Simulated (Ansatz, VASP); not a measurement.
**One calculation of Na, two programs**

```
CELL_PARAMETERS angstrom
3.34023 0.00000 0.00000
0.00000 3.34023 0.00000
0.00000 0.00000 3.34023
ATOMIC_POSITIONS crystal
Na 0.00000 0.00000 0.00000
```

Alike in both runs: task single point; functional revPBE; k mesh 10 × 10 × 10; occupations fermi-dirac, width 0.1 eV; no spin polarisation.

```csv
,VASP,Ansatz
version,VASP 6.6.1,Ansatz 0.2.0
potentials or method,"VASP PAW PBE potentials, release 64 (Na_pv), cutoff 500 eV","plane waves (420 eV) with PAW, scalar-relativistic"
valence electrons in the cell,7,9
```

```csv
,VASP,Ansatz,Ansatz less VASP
pressure (GPa),0.9,0.9,+0.02
```

VASP's potentials were made for PBE, not for revPBE. VASP's potentials hold 7 valence electrons a cell and Ansatz's 9, so a difference there can come from the potentials and not from the codes.
